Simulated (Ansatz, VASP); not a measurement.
# Two plane-wave programs on AlN

```xyz
4
Lattice="3.1559 0.0000 0.0000 -1.5779 2.7331 0.0000 0.0000 0.0000 5.0586" Properties=species:S:1:pos:R:3 pbc="T T T"
Al   -0.0295    1.8220    0.0087
Al    1.6075    0.9110    2.5380
N     0.0261    1.8220    1.9388
N     1.5518    0.9110    4.4681
```

Change from the starting cell: mode 4 frozen in at -0.029 Å, equal normal strain along x, y and z +0.0083.

Alike in both runs: task single point; functional PBE; k mesh 9 × 9 × 6; occupations gaussian, width 0.05 eV; no spin polarisation.

```csv
,VASP,Ansatz
version,VASP 6.6.1,Ansatz 0.2.0
potentials or method,"VASP PAW PBE potentials, release 64 (Al, N), cutoff 520 eV","scalar-relativistic, plane waves, PAW"
valence electrons in the cell,16,16
```

Ansatz gave:

| Property | Result |
| --- | --- |
| gap on the k mesh at the Fermi level (eV) | 3.82 |
| least direct gap on the mesh (eV) | 3.82 |
| pressure (GPa) | -4.6 |
| traceless stress, the component that is largest in VASP (GPa) | 0.26 |
| rms of the force components (eV/Å) | 0.074 |

Q: What did VASP give for the same quantities?

A: gap on the k mesh at the Fermi level (eV): 3.82; least direct gap on the mesh (eV): 3.82; pressure (GPa): -4.8; traceless stress, the component that is largest in VASP (GPa): 0.29; rms of the force components (eV/Å): 0.074.

Atom by atom the forces differ by 0.000 eV/Å (rms over components).
